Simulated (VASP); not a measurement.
Ge3MoRu: single point with PBE

Crystal: Ge3MoRu.

```
CELL_PARAMETERS angstrom
4.62075 0.00000 0.00000
0.00000 4.62075 0.00000
0.00000 0.00000 4.62075
ATOMIC_POSITIONS crystal
Ge 0.50000 0.00000 0.50000
Ge 0.00000 0.50000 0.50000
Ge 0.50000 0.50000 0.00000
Mo 0.00000 0.00000 0.00000
Ru 0.50000 0.50000 0.50000
```

```json
{
  "Program": "VASP 6.6.1",
  "Task": "single point",
  "Functional": "PBE",
  "Potentials or basis": "VASP PAW PBE potentials, release 64 (Ge_d, Mo_sv, Ru_pv)",
  "Cutoff": "520 eV",
  "k mesh": "4 × 4 × 4",
  "Occupations": "gaussian, width 0.1 eV",
  "Spin": "no spin polarisation",
  "Dipole correction": "no",
  "Further INCAR settings": "ALGO = Normal; EDIFF = 1e-06; NBANDS = 43"
}
```

```yaml
Pressure: 4.3 GPa
Band_gap_on_the_k_mesh: zero (band 35 reaches 7.48 eV, above the bottom of band 36 at 6.93 eV)
```

Levels at points of the mesh, in eV from the Fermi level:
| k point | band 30 | band 31 | band 32 | band 33 | band 34 | band 35 | band 36 | band 37 | band 38 | band 39 |
| --- | --- | --- | --- | --- | --- | --- | --- | --- | --- | --- |
| (0.00, 0.00, 0.00) | -2.55 | -2.55 | -0.99 | -0.99 | -0.09 | -0.09 | -0.09 | 0.91 | 1.44 | 1.44 |
| (0.50, 0.00, 0.00) | -2.90 | -2.41 | -2.21 | -1.32 | -0.29 | 0.19 | 0.85 | 0.85 | 1.01 | 1.92 |
| (0.50, 0.50, 0.00) | -3.77 | -0.81 | -0.62 | -0.30 | -0.30 | -0.28 | -0.28 | -0.04 | 0.20 | 0.32 |
| (0.50, 0.50, 0.50) | -4.39 | -4.39 | -0.02 | 0.15 | 0.15 | 0.27 | 0.27 | 0.27 | 0.44 | 0.44 |

Run time: 50 s on 1 thread of Intel Xeon 6975P-C (shared host), peak memory 0.22 GiB.
